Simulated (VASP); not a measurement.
Write the native input for VASP 6.6.1 that does the following.

- Task: single point
- Functional: r2SCAN
- Potentials or basis: VASP PAW PBE potentials, release 64 (Ba_sv)
- Cutoff: 520 eV
- k mesh: 7 × 7 × 7
- Occupations: fermi-dirac, width 0.05 eV
- Spin: no spin polarisation
- Dipole correction: no
- Further INCAR settings: ALGO = Normal; EDIFF = 1e-06; NBANDS = 11

Crystal: Ba.

```
CELL_PARAMETERS angstrom
3.47409 0.00000 0.00000
0.00000 3.47409 0.00000
0.00000 0.00000 3.47409
ATOMIC_POSITIONS crystal
Ba 0.00000 0.00000 0.00000
```

The input as run:

POSCAR

```
Ba
1.0
    3.4740931388      0.0000000000      0.0000000000
    0.0000000000      3.4740931388      0.0000000000
    0.0000000000      0.0000000000      3.4740931388
Ba
1
Direct
    0.0000000000      0.0000000000      0.0000000000
```

INCAR.step1

```
SYSTEM = Ba
PREC = Accurate
ENCUT = 520
ISMEAR = -1
SIGMA = 0.05
LREAL = .FALSE.
LASPH = .TRUE.
NELM = 60
NBANDS = 11
GGA = PE
ALGO = Normal
EDIFF = 1E-4
LWAVE = .TRUE.
LCHARG = .FALSE.
```

INCAR.step2

```
SYSTEM = Ba
PREC = Accurate
ENCUT = 520
EDIFF = 1E-6
ISMEAR = -1
SIGMA = 0.05
LREAL = .FALSE.
LASPH = .TRUE.
NELM = 60
ALGO = Normal
ISIF = 2
LWAVE = .FALSE.
LCHARG = .FALSE.
METAGGA = R2SCAN
LMIXTAU = .TRUE.
NBANDS = 11
ISTART = 1
```

KPOINTS

```
regular mesh
0
G
  7 7 7
  0 0 0
```

Potentials or basis: VASP PAW PBE potentials, release 64 (Ba_sv).

Launch:

```bash
$ cat potpaw_PBE.64/Ba_sv/POTCAR > POTCAR
$ cp INCAR.step1 INCAR
$ mpirun -np 1 vasp_std > vasp.out
$ cp INCAR.step2 INCAR
$ mpirun -np 1 vasp_std > vasp.out
```

Results of the run:

| Quantity | Value |
| --- | --- |
| Pressure | 5.9 GPa |
| Band gap on the k mesh | zero (band 5 reaches 3.50 eV, above the bottom of band 6 at 3.00 eV) |

Caveat: the PAW data sets were made with another functional, which shifts forces and pressure a little; spin-orbit coupling is left out, which moves the levels of the heavy elements.

Run time: 18 s on 1 thread of Intel(R) Xeon(R) 6975P-C (Granite Rapids), on a shared host, peak memory 0.16 GiB.
